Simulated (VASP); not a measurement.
# Be2CdS3 (I4/mmm) in VASP: single point with PBE

Aim: the single point of Be2CdS3 with PBE.

All numbers are computed with VASP 6.6.1; they aren't measurements. Logs are shortened: lines on timing, memory, paths and dates and some standing lists are left out, and cuts for length are marked.

## Step 1: The cell of the first run

Symmetry: I4/mmm, No. 139, tetragonal system. The conventional cell has a = 5.901 Å, b = 5.901 Å, c = 6.092 Å, α = 90.00°, β = 90.00°, γ = 90.00°. Be (site symmetry -4m2) has 2 S at 1.52 Å within 2.0 Å. Cd (site symmetry 4/mmm) has 6 S at 2.95 to 3.05 Å and 8 Be at 3.32 Å within 3.9 Å. S (site symmetry mmm) has 2 Be at 1.52 Å within 2.0 Å. S (site symmetry 4/mmm) has 4 S at 2.95 Å and 2 Cd at 3.05 Å and 8 Be at 3.32 Å within 3.9 Å.

## Step 2: Single point, PBE

INCAR reads:

```
PREC = Accurate
ENCUT = 520
EDIFF = 1E-6
ISMEAR = 0
SIGMA = 0.1
LREAL = F
LASPH = T
NELM = 60
ALGO = Normal
ISIF = 2
LWAVE = F
LCHARG = F
GGA = PE
NBANDS = 26
```

KPOINTS reads:

```
Automatic mesh
0
Gamma
  4 4 4
```

POSCAR reads:

```
Be2CdS3
1.0
   -2.9504244700      2.9504244700      3.0460920800
    2.9504244700     -2.9504244700      3.0460920800
    2.9504244700      2.9504244700     -3.0460920800
Be Cd S
2 1 3
Direct
    0.7500000000      0.2500000000      0.5000000000
    0.2500000000      0.7500000000      0.5000000000
    0.0000000000      0.0000000000      0.0000000000
    0.5000000000      0.0000000000      0.5000000000
    0.0000000000      0.5000000000      0.5000000000
    0.5000000000      0.5000000000      0.0000000000
```

Potentials or basis: VASP PAW PBE potentials, release 64 (Be, Cd, S).

Started as:

```console
cat potpaw_PBE.64/Be/POTCAR potpaw_PBE.64/Cd/POTCAR potpaw_PBE.64/S/POTCAR > POTCAR
mpirun -np 1 vasp_std > vasp.out
```

OUTCAR:

```text
PREC = Accurate
   ENCUT = 520
   EDIFF = 1E-6
   ISMEAR = 0
   LREAL = F
   LASPH = T
   NELM = 60
   ISIF = 2
   GGA = PE

 ion  position               nearest neighbor table
   1  0.750  0.250  0.500-   4 1.52   5 1.52
   2  0.250  0.750  0.500-   4 1.52   5 1.52
   3  0.000  0.000  0.000-   4 2.95   5 2.95   5 2.95   4 2.95   6 3.05   6 3.05
   4  0.500  0.000  0.500-   1 1.52   2 1.52   3 2.95   3 2.95
   5  0.000  0.500  0.500-   1 1.52   2 1.52   3 2.95   3 2.95
   6  0.500  0.500  0.000-   3 3.05   3 3.05

  LATTYP: Found a body centered tetragonal cell.
 ALAT       =     5.9008489400
 C/A-ratio  =     1.0324250327

  Lattice vectors:

 A1 = (  -2.9504244700,   2.9504244700,   3.0460920800)
 A2 = (   2.9504244700,  -2.9504244700,   3.0460920800)
 A3 = (   2.9504244700,   2.9504244700,  -3.0460920800)

Analysis of symmetry for initial positions (statically):
=====================================================================
 Subroutine PRICEL returns:
 Original cell was already a primitive cell.

 Routine SETGRP: Setting up the symmetry group for a
 body centered tetragonal supercell.

 Subroutine GETGRP returns: Found 16 space group operations
 (whereof 16 operations were pure point group operations)
 out of a pool of 16 trial point group operations.

The static configuration has the point symmetry D_4h.

Analysis of symmetry for dynamics (positions and initial velocities):
=====================================================================
 Subroutine PRICEL returns:
 Original cell was already a primitive cell.

 Routine SETGRP: Setting up the symmetry group for a
 body centered tetragonal supercell.

 Subroutine GETGRP returns: Found 16 space group operations
 (whereof 16 operations were pure point group operations)
 out of a pool of 16 trial point group operations.

The dynamic configuration has the point symmetry D_4h.

 Subroutine INISYM returns: Found 16 space group operations
 (whereof 16 operations are pure point group operations),
 and found     1 'primitive' translations

----------------------------------------------------------------------------------------

                                     Primitive cell

  volume of cell :     106.0650

  direct lattice vectors                    reciprocal lattice vectors
    -2.950424470  2.950424470  3.046092080     0.000000000  0.169467141  0.164144742
[... 83 lines left out ...]
   LREAL  =      F    real-space projection
   EDIFFG = 0.1E-04   stopping-criterion for IOM
   NSW    =      0    number of steps for IOM
   IBRION =     -1    ionic relax: 0-MD 1-quasi-New 2-CG
   NFREE  =      0    steps in history (QN), initial steepest desc. (CG)
   ISIF   =      2    stress and relaxation
   ISYM   =      2    0-nonsym 1-usesym 2-fastsym
   POTIM  = 0.5000    time-step for ionic-motion
   TEBEG  =    0.0;   TEEND  =   0.0 temperature during run
   PSTRESS=    0.0 pullay stress
   NELECT =      34.0000    total number of electrons
   NUPDOWN=      -1.0000    fix difference up-down
   EMIN   =  10.00;   EMAX   =-10.00  energy-range for DOS
   EFERMI =   0.00;   METHOD = LEGACY
   ISMEAR =     0;   SIGMA  =   0.10  broadening in eV -4-tet -1-fermi 0-gaus
   EFERMI_NEDOS =   21; number of points for ismear=-14 and -15
   IALGO  =     38    algorithm
   IMIX   =      4    mixing-type and parameters
     AMIX     =   0.40;   BMIX     =  1.00
     AMIX_MAG =   1.60;   BMIX_MAG =  1.00
  volume/ion in A,a.u.               =      17.68       119.29
  Fermi-wavevector in a.u.,A,eV,Ry     =   1.120410  2.117269 17.079658  1.255319
  Thomas-Fermi vector in A             =   2.257057
   LORBIT       =      0    0 simple, 1 ext, 2 COOP (PROOUT), +10 PAW based schemes
   GGA     = PE    functional components
   LHFCALC =     F    Hartree Fock is set to
   AEXX    =    0.0000 exact exchange contribution
   IVDW    =     0    specifies the selected vdW correction
   LEPSILON=     F    determine dielectric tensor
   LRPA    =     F    only Hartree local field effects (RPA)
 non-spin polarized calculation
 Gauss-broadening in eV      SIGMA  =   0.10
  energy-cutoff  :      520.00
  volume of cell :      106.06
 maximum number of plane-waves:      2876
 NGX is ok and might be reduce to    40
   NGX = 19   NGY = 19   NGZ = 19

 number of electron      34.0000002 magnetization

 Free energy of the ion-electron system (eV)
  ---------------------------------------------------
  ext. energy  EPLUGINS =         0.00000000
  ---------------------------------------------------
  free energy    TOTEN  =       -11.75835231 eV

  energy without entropy =      -11.75657046  energy(sigma->0) =      -11.75746139

 E-fermi :   4.3528     XC(G=0):  -9.4916

 val. band max:        4.2297538408   @ k =  -0.2500   0.2500   0.2500
 cond. band min:       4.5081915411   @ k =   0.2500  -0.0000   0.0000
 fundamental gap:      0.2784377003
 Fermi energy:         4.3528139312

 k-point     1 :       0.0000    0.0000    0.0000
  band No.  band energies     occupation
      1     -11.2681      2.00000
      2     -10.9081      2.00000
      3      -7.2329      2.00000
      4      -4.3365      2.00000
      5      -4.2961      2.00000
      6      -4.2961      2.00000
[... 366 lines left out ...]
     25      11.2988      0.00000
     26      11.6123      0.00000

------------------------ aborting loop because EDIFF is reached ----------------------------------------

  FORCE on cell =-STRESS in cart. coord.  units (eV):
  Direction    XX          YY          ZZ          XY          YZ          ZX
  --------------------------------------------------------------------------------------
  -------------------------------------------------------------------------------------
  Total        4.7490767      4.7490767     75.2891224      0.0000000      0.0000000      0.0000000
  in kB       71.7377492     71.7377492   1137.2888875      0.0000000      0.0000000      0.0000000
  external PRESSURE =     426.9214620 kB  Pullay stress =       0.0000000 kB

 VOLUME and BASIS-vectors are now :
 -----------------------------------------------------------------------------
  energy-cutoff  :      520.00
  volume of cell :      106.06
      direct lattice vectors                 reciprocal lattice vectors
    -2.950424470  2.950424470  3.046092080     0.000000000  0.169467141  0.164144742
     2.950424470 -2.950424470  3.046092080     0.169467141  0.000000000  0.164144742
     2.950424470  2.950424470 -3.046092080     0.169467141  0.169467141  0.000000000

 POSITION                                       TOTAL-FORCE (eV/Angst)
 -----------------------------------------------------------------------------------
     -0.00000      2.95042      1.52305         0.000000      0.000000      0.000000
      2.95042     -0.00000      1.52305         0.000000     -0.000000      0.000000
      0.00000      0.00000      0.00000        -0.000000     -0.000000     -0.000000
      0.00000      2.95042      0.00000        -0.000000     -0.000000     -0.000000
      2.95042      0.00000      0.00000        -0.000000     -0.000000     -0.000000
      0.00000      0.00000      3.04609        -0.000000     -0.000000     -0.000000
 -----------------------------------------------------------------------------------
    total drift:                               -0.000000     -0.000000      0.000000

  FREE ENERGIE OF THE ION-ELECTRON SYSTEM (eV)
  ---------------------------------------------------
  free  energy   TOTEN  =       -11.7583523100 eV

  energy  without entropy=      -11.7565704619  energy(sigma->0) =      -11.75746139
```

OSZICAR:

```text
N       E                     dE             d eps       ncg     rms          rms(c)
DAV:   1     0.213399049749E+03    0.21340E+03   -0.15743E+04   676   0.117E+03
DAV:   2    -0.131891857506E+01   -0.21472E+03   -0.20258E+03   818   0.264E+02
DAV:   3    -0.157878866892E+02   -0.14469E+02   -0.14230E+02   882   0.723E+01
DAV:   4    -0.159845346845E+02   -0.19665E+00   -0.19555E+00   862   0.873E+00
DAV:   5    -0.159883939493E+02   -0.38593E-02   -0.38552E-02   860   0.127E+00    0.136E+01
DAV:   6    -0.121094603770E+02    0.38789E+01   -0.84923E+00   838   0.225E+01    0.116E+01
DAV:   7    -0.117690434562E+02    0.34042E+00   -0.24373E+00   860   0.898E+00    0.669E+00
DAV:   8    -0.117541307870E+02    0.14913E-01   -0.20527E-01   808   0.281E+00    0.234E+00
DAV:   9    -0.117577157818E+02   -0.35850E-02   -0.12020E-02   840   0.594E-01    0.553E-01
DAV:  10    -0.117581166989E+02   -0.40092E-03   -0.23615E-03   794   0.275E-01    0.168E-01
DAV:  11    -0.117582763420E+02   -0.15964E-03   -0.30105E-04   826   0.923E-02    0.810E-02
DAV:  12    -0.117583469667E+02   -0.70625E-04   -0.99644E-05   772   0.499E-02    0.878E-03
DAV:  13    -0.117583511974E+02   -0.42306E-05   -0.73132E-06   830   0.147E-02    0.798E-03
DAV:  14    -0.117583523130E+02   -0.11156E-05   -0.24808E-06   676   0.820E-03    0.506E-03
DAV:  15    -0.117583523100E+02    0.29522E-08   -0.76829E-08   470   0.164E-03
   1 F= -.11758352E+02 E0= -.11757461E+02  d E =-.178185E-02
```

It took 38 s on 1 thread of Intel Xeon Platinum 8175M at 2.50GHz (Skylake/Cascade Lake), shared host; peak memory 0.25 GiB.

What came out:

| Quantity | Value |
| --- | --- |
| Free energy | -11.7584 eV |
| Pressure | 42.7 GPa |
| Band gap on the k mesh | zero (band 17 reaches 4.72 eV, above the bottom of band 18 at 3.81 eV) |

Caveat: the k points lie up to 0.38 Å⁻¹ apart.
